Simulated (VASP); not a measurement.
# Mg16O16F (a cell with a defect) in VASP: a series of runs

Aim: see how the results for Mg16O16F (a cell with a defect) move with the level of theory and the settings. Levels: PBE, HSE06. Tasks: single point.

Program: VASP 6.6.1. These are calculated values, not measurements. Logs are shortened: lines on timing, memory, paths and dates and some standing lists are left out, and cuts for length are marked.

**1. The cell of the first run**

The cell holds a defect, 33 atoms: a = 7.369 Å, b = 7.369 Å, c = 7.369 Å, α = 109.47°, β = 109.47°, γ = 109.47°.

**2. Single point, PBE**

Contents of INCAR:

```
SYSTEM = Mg16O16F
PREC = Accurate
ENCUT = 520
EDIFF = 1E-6
ISMEAR = -1
SIGMA = 0.01
LREAL = Auto
LASPH = .TRUE.
NELM = 120
ALGO = Normal
ISIF = 2
LWAVE = .FALSE.
LCHARG = .FALSE.
GGA = PE
NELECT = 136.0
NBANDS = 90
GGA_COMPAT = .FALSE.
ISYM = -1
```

Contents of KPOINTS:

```
explicit points
1
Reciprocal
  0.25000000   0.25000000   0.25000000 1
```

Contents of POSCAR:

```
Mg16O16F
1.0
   -4.2543812300      4.2543812300      4.2543812300
    4.2543812300     -4.2543812300      4.2543812300
    4.2543812300      4.2543812300     -4.2543812300
Mg O F
16 16 1
Direct
    0.0033185790      0.0034525585      0.0026579658
   -0.0061279182      0.2470621327      0.7494255516
   -0.0062130069      0.4987224664      0.4977974200
    0.0034211791      0.7519930225      0.2542778706
    0.2469339119     -0.0060083943      0.7493858278
    0.2404071109      0.2405130017      0.4910818723
    0.2469307387      0.4986874437      0.2445645897
    0.2453307411      0.7502916000      0.0009883929
    0.4985542868     -0.0061392006      0.4977806138
    0.4985220847      0.2470388626      0.2444993628
    0.4987163550      0.4988908810      0.0079129016
    0.4984924682      0.7572568902      0.7495093476
    0.7518700904      0.0036409525      0.2543697759
    0.7501683153      0.2455359413      0.0010000279
    0.7569381600      0.4984314723      0.7492887514
    0.7500866348      0.7502039257      0.4962230430
    0.0030904612      0.0032373686      0.5079565942
    0.0030185353      0.2571867543      0.2538765197
   -0.0059203674      0.4986892066      0.0033533666
   -0.0059957015      0.7526063902      0.7494113310
    0.2569806138      0.0031277169      0.2538397341
    0.2445815134      0.2447308889     -0.0090731173
    0.1994126652      0.4987229365      0.7493952299
    0.2446070166      0.7403305745      0.4954887411
    0.4985193816     -0.0057192806      0.0033474903
    0.4985869590      0.1996231541      0.7493348216
    0.4983765877      0.4984624991      0.4500425318
    0.4985291363      0.7526667985      0.2449852149
    0.7524585426     -0.0058156518      0.7494113310
    0.7401481743      0.2447072662      0.4954300957
    0.7525252973      0.4987128293      0.2449700541
    0.7978441086      0.7980896202      0.0489285019
    0.4988477490      0.4990597657      0.7495898528
```

Potentials or basis: VASP PAW PBE potentials, release 64 (Mg, O, F).

Started as:

```sh
$ cat potpaw_PBE.64/Mg/POTCAR potpaw_PBE.64/O/POTCAR potpaw_PBE.64/F/POTCAR > POTCAR
$ mpirun -np 1 vasp_std > vasp.out
```

OUTCAR:

```text
SYSTEM = Mg16O16F
   PREC = Accurate
   ENCUT = 520
   EDIFF = 1E-6
   ISMEAR = -1
   LREAL = Auto
   LASPH = .TRUE.
   NELM = 120
   ISIF = 2
   GGA = PE
   NELECT = 136.0
   ISYM = -1

 ion  position               nearest neighbor table
   1  0.003  0.003  0.003-  32 1.96  22 2.10  20 2.11  29 2.11  21 2.15  18 2.15   6 2.94   8 2.98
                            10 2.98  14 2.98   7 2.98   2 2.99   5 2.99   4 3.03  13 3.03  12 3.04
   2  0.994  0.247  0.749-  23 1.96  29 2.10  17 2.10  22 2.10  19 2.15  30 2.15  15 2.94  13 2.98
                             7 2.98  14 2.98   9 2.98   1 2.99  16 2.99   8 3.03   3 3.03  11 3.04
   3  0.994  0.499  0.498-  23 1.96  31 2.10  18 2.11  24 2.11  20 2.15  30 2.15  15 2.94  13 2.98
                            16 2.98  10 2.98   5 2.98   4 2.99  14 2.99   8 3.03   2 3.03  12 3.04
   4  0.003  0.752  0.254-  32 1.96  24 2.10  31 2.11  19 2.11  21 2.15  17 2.15   6 2.94   5 2.98
                             9 2.98   8 2.98  16 2.98   3 2.99   7 2.99   1 3.03  13 3.03  11 3.04
   5  0.247  0.994  0.749-  26 1.97  20 2.10  17 2.10  22 2.11  24 2.15  25 2.15  12 2.94   4 2.98
                            10 2.98   3 2.98   8 2.98  16 2.99   1 2.99   9 3.03  14 3.03   6 3.04
   6  0.240  0.241  0.491-  33 1.90  21 2.09  18 2.09  17 2.09  27 2.38  26 2.38  23 2.38   1 2.94
                             4 2.94  13 2.94   7 3.04  10 3.04   9 3.04   5 3.04   3 3.04   2 3.04
   7  0.247  0.499  0.245-  27 1.96  19 2.10  18 2.11  24 2.11  28 2.15  22 2.15  11 2.94   2 2.98
                             9 2.98   8 2.98   1 2.98  14 2.99   4 2.99  16 3.03  10 3.03   6 3.04
   8  0.245  0.750  0.001-  23 1.96  21 2.10  25 2.11  28 2.11  20 2.15  19 2.15  15 2.94   1 2.98
                             7 2.98   4 2.98   5 2.98  10 2.99   9 2.99   3 3.03   2 3.03  12 3.04
   9  0.499  0.994  0.498-  26 1.96  28 2.10  21 2.11  30 2.11  24 2.15  29 2.15  12 2.94   4 2.98
[... 16 lines left out ...]
  18  0.003  0.257  0.254-   6 2.09  14 2.10   3 2.11   7 2.11  13 2.15   1 2.15
  19  0.994  0.499  0.003-  15 2.09   7 2.10  14 2.11   4 2.11   8 2.15   2 2.15
  20  0.994  0.753  0.749-  15 2.09   5 2.10  16 2.11   1 2.11   8 2.15   3 2.15
  21  0.257  0.003  0.254-   6 2.09   8 2.10   9 2.11  10 2.11   4 2.15   1 2.15
  22  0.245  0.245  0.991-  11 2.09   1 2.10   2 2.10   5 2.11  10 2.15   7 2.15
[... 8 lines left out ...]
  31  0.753  0.499  0.245-  11 2.09   3 2.10  14 2.11   4 2.11  16 2.15  10 2.15
  32  0.798  0.798  0.049-  13 1.96   4 1.96   1 1.96  11 2.38  12 2.39  15 2.39
  33  0.499  0.499  0.750-  12 1.90  15 1.90  11 1.90   6 1.90

IMPORTANT INFORMATION: All symmetrisations will be switched off!
NOSYMM: (Re-)initialisation of all symmetry stuff for point group C_1.

----------------------------------------------------------------------------------------

                                     Primitive cell

  volume of cell :     308.0131

  direct lattice vectors                    reciprocal lattice vectors
    -4.254381230  4.254381230  4.254381230     0.000000000  0.117525904  0.117525904
[... 120 lines left out ...]
   EFERMI =   0.00;   METHOD = LEGACY
   ISMEAR =    -1;   SIGMA  =   0.01  broadening in eV -4-tet -1-fermi 0-gaus
   EFERMI_NEDOS =   21; number of points for ismear=-14 and -15
   IALGO  =     38    algorithm
   IMIX   =      4    mixing-type and parameters
     AMIX     =   0.40;   BMIX     =  1.00
     AMIX_MAG =   1.60;   BMIX_MAG =  1.00
  volume/ion in A,a.u.               =       9.33        62.99
  Fermi-wavevector in a.u.,A,eV,Ry     =   1.246612  2.355756 21.144027  1.554042
  Thomas-Fermi vector in A             =   2.380782
   LORBIT       =      0    0 simple, 1 ext, 2 COOP (PROOUT), +10 PAW based schemes
   GGA     = PE    functional components
   LHFCALC =     F    Hartree Fock is set to
   AEXX    =    0.0000 exact exchange contribution
   IVDW    =     0    specifies the selected vdW correction
   LEPSILON=     F    determine dielectric tensor
   LRPA    =     F    only Hartree local field effects (RPA)
 non-spin polarized calculation
  energy-cutoff  :      520.00
  volume of cell :      308.01
 maximum number of plane-waves:      8280
 NGX is ok and might be reduce to    54
   NGX = 27   NGY = 27   NGZ = 27

 number of electron     135.9999999 magnetization

 Free energy of the ion-electron system (eV)
  ---------------------------------------------------
  ext. energy  EPLUGINS =         0.00000000
  ---------------------------------------------------
  free energy    TOTEN  =      -185.94884317 eV

  energy without entropy =     -185.94884317  energy(sigma->0) =     -185.94884317

 E-fermi :   3.8990     XC(G=0): -11.0966

 val. band max:        3.6411824975   @ k =   0.2500   0.2500   0.2500
 cond. band min:      10.0097842160   @ k =   0.2500   0.2500   0.2500
 fundamental gap:      6.3686017185
 Fermi energy:         3.8989612688

 k-point     1 :       0.2500    0.2500    0.2500
  band No.  band energies     occupation
      1     -19.8641      2.00000
      2     -13.5734      2.00000
      3     -13.5727      2.00000
      4     -13.5719      2.00000
      5     -13.2385      2.00000
      6     -12.8240      2.00000
[... 72 lines left out ...]
     79      12.6651      0.00000
     80      12.6654      0.00000
 [bands above 80 left out]

------------------------ aborting loop because EDIFF is reached ----------------------------------------

  FORCE on cell =-STRESS in cart. coord.  units (eV):
  Direction    XX          YY          ZZ          XY          YZ          ZX
  --------------------------------------------------------------------------------------
  -------------------------------------------------------------------------------------
  Total       23.6142414     23.5715873     23.4825022      0.0221800      0.0039986      0.0073819
  in kB      122.8330900    122.6112182    122.1478288      0.1153728      0.0207994      0.0383980
  external PRESSURE =     122.5307123 kB  Pullay stress =       0.0000000 kB

 VOLUME and BASIS-vectors are now :
 -----------------------------------------------------------------------------
  energy-cutoff  :      520.00
  volume of cell :      308.01
      direct lattice vectors                 reciprocal lattice vectors
    -4.254381230  4.254381230  4.254381230     0.000000000  0.117525904  0.117525904
     4.254381230 -4.254381230  4.254381230     0.117525904  0.000000000  0.117525904
     4.254381230  4.254381230 -4.254381230     0.117525904  0.117525904  0.000000000

 POSITION                                       TOTAL-FORCE (eV/Angst)
 -----------------------------------------------------------------------------------
      0.01188      0.01074      0.01750         0.001198      0.000250      0.001461
      0.01113      6.36556      2.09107         0.003988     -0.003767     -0.000898
      0.01163      4.22401      4.23188         0.002909     -0.001062     -0.001931
      4.26650     -2.10291      2.13203         0.001207      0.002046      0.000090
      6.36644      0.00990      2.09120        -0.001369      0.002936     -0.000298
      2.08970      2.08880     -0.04323        -0.003572     -0.004936     -0.006949
[... 25 lines left out ...]
      0.20921      0.20712      6.58155        -0.008795     -0.006476     -0.004472
      3.18994      3.18814      1.05644        -0.002155     -0.000400     -0.004335
 -----------------------------------------------------------------------------------
    total drift:                                0.002805      0.001352      0.016161

  FREE ENERGIE OF THE ION-ELECTRON SYSTEM (eV)
  ---------------------------------------------------
  free  energy   TOTEN  =      -185.9488431667 eV

  energy  without entropy=     -185.9488431667  energy(sigma->0) =     -185.94884317
```

OSZICAR:

```text
N       E                     dE             d eps       ncg     rms          rms(c)
DAV:   1     0.762065522416E+03    0.76207E+03   -0.68595E+04   188   0.139E+03
DAV:   2    -0.158827163659E+03   -0.92089E+03   -0.90131E+03   230   0.303E+02
DAV:   3    -0.213968553635E+03   -0.55141E+02   -0.54906E+02   216   0.772E+01
DAV:   4    -0.214429526884E+03   -0.46097E+00   -0.45988E+00   216   0.781E+00
DAV:   5    -0.214434687035E+03   -0.51602E-02   -0.51579E-02   216   0.776E-01    0.304E+01
DAV:   6    -0.186236549021E+03    0.28198E+02   -0.12208E+02   214   0.350E+01    0.915E+00
DAV:   7    -0.186104275401E+03    0.13227E+00   -0.26366E+00   200   0.577E+00    0.575E+00
DAV:   8    -0.185978506013E+03    0.12577E+00   -0.76936E-01   200   0.422E+00    0.130E+00
DAV:   9    -0.185948286634E+03    0.30219E-01   -0.77660E-02   216   0.128E+00    0.600E-01
DAV:  10    -0.185949245702E+03   -0.95907E-03   -0.79707E-02   208   0.102E+00    0.296E-01
DAV:  11    -0.185948501329E+03    0.74437E-03   -0.91798E-03   224   0.426E-01    0.870E-02
DAV:  12    -0.185948847488E+03   -0.34616E-03   -0.12526E-03   192   0.123E-01    0.324E-02
DAV:  13    -0.185948842935E+03    0.45532E-05   -0.91396E-05   216   0.389E-02    0.112E-02
DAV:  14    -0.185948843888E+03   -0.95288E-06   -0.45482E-05   200   0.268E-02    0.103E-02
DAV:  15    -0.185948843167E+03    0.72104E-06   -0.50496E-06   200   0.873E-03
   1 F= -.18594884E+03 E0= -.18594884E+03  d E =-.684178E-11
```

Wall time 2 min (1 thread of Intel Xeon Platinum 8375C at 2.90GHz (Ice Lake), shared host); peak memory 0.4 GiB.

Results:

```
Free energy   : -185.9488 eV
Largest force : 0.018 eV/Å
```

Forces on the atoms (eV/Å):
```
Mg   0.001  0.000  0.001
Mg   0.004 -0.004 -0.001
Mg   0.003 -0.001 -0.002
Mg   0.001  0.002  0.000
Mg  -0.001  0.003  0.000
Mg  -0.004 -0.005 -0.007
Mg  -0.001  0.000  0.001
Mg   0.002 -0.002 -0.002
Mg  -0.001  0.001 -0.001
Mg   0.000  0.000  0.001
Mg   0.004  0.003 -0.006
Mg   0.002 -0.003  0.005
Mg   0.001  0.000  0.000
Mg  -0.002  0.000 -0.002
Mg   0.000  0.002  0.006
Mg   0.000 -0.002  0.000
O   -0.007 -0.007 -0.011
O   -0.004 -0.011 -0.005
O   -0.008  0.014  0.006
O   -0.008  0.008  0.014
O   -0.012 -0.003 -0.006
O    0.008  0.007 -0.012
O   -0.007  0.006  0.005
O    0.005 -0.013  0.006
O    0.013 -0.007  0.006
O    0.005 -0.006  0.003
O    0.007  0.006 -0.005
O    0.012  0.005 -0.005
O    0.006 -0.006  0.014
O   -0.013  0.006  0.006
O    0.004  0.012 -0.005
O   -0.009 -0.006 -0.004
F   -0.002  0.000 -0.004
```

Caveat: the cell carries a net charge on a neutralising background, which shifts energy and pressure; the cell is charged against a uniform background, so pressure and absolute levels hang on convention.

(Part 1 of 2 ends here.)
